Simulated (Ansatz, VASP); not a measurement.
## Al in VASP and in Ansatz

```
CELL_PARAMETERS angstrom
1.40956 -2.44210 -0.00022
-4.39083 -2.53429 -0.00008
0.00199 0.00020 -13.97376
ATOMIC_POSITIONS crystal
Al 0.50004 0.49934 0.00000
Al 0.00028 0.99930 0.99999
Al 0.99994 0.66823 0.16667
Al 0.50020 0.16824 0.16666
Al 0.49976 0.49900 0.33334
Al 0.00006 0.99902 0.33333
Al 0.99975 0.66737 0.49999
Al 0.49990 0.16736 0.50001
Al 0.49988 0.49838 0.66666
Al 0.99999 0.99836 0.66667
Al 0.00002 0.66769 0.83333
Al 0.50016 0.16771 0.83334
```

Change from the starting cell: cell x2, atoms moved at random (sigma 0.05 Å) and cell strained at random (1.5 %), then relaxed without symmetry.

Alike in both runs: functional PBE; k mesh 8 × 4 × 2; occupations gaussian, width 0.2 eV; no spin polarisation.

Ansatz relaxed the structure, and its values are those at the end. VASP's run is a single point on that final structure, the one shown.

|  | VASP | Ansatz |
| --- | --- | --- |
| version | VASP 6.6.1 | Ansatz 0.2.0 |
| potentials or method | VASP PAW PBE potentials, release 64 (Al), cutoff 520 eV | scalar-relativistic, plane waves, PAW |
| valence electrons in the cell | 36 | 36 |

VASP gave:

* gap on the k mesh at the Fermi level (eV): none
* pressure (GPa): 0.0

Estimate Ansatz's values.

gap on the k mesh at the Fermi level (eV): none; pressure (GPa): 0.1.

A gap of «none» marks a metal or a gap that the smearing closes.
